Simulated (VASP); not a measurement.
Runs of VASP 6.6.1 on CaO (lda). The structure is that of space group Fm-3m (No. 225), or close to it. The cells are those of the table. 

```tsv
task	cell	k mesh	smearing	gap on the mesh (eV)	pressure (GPa)
relaxation of cell and atoms	relaxed from a = 3.329 Å, angles 60.0°, 2 atoms	8 × 8 × 8	gaussian 0.02 eV	3.43	0.0
single point	a = 3.329 Å, angles 60.0°, 2 atoms	8 × 8 × 8	gaussian 0.02 eV	3.42	0.8
single point	a = 3.329 Å, angles 60.0°, 2 atoms	8 × 8 × 8	gaussian 0.1 eV	3.42	0.8
single point	a = 3.470 Å, angles 60.0°, 2 atoms	6 × 6 × 6	gaussian 0.1 eV	3.48	(a)
```

Alike in all rows: level LDA; potentials or basis VASP PAW LDA potentials, release 64 (Ca_sv, O); no spin polarisation; cutoff (eV) 600.

Task: Estimate the missing entries.

Result: (a) -11.7.

A k mesh can miss the band edges.
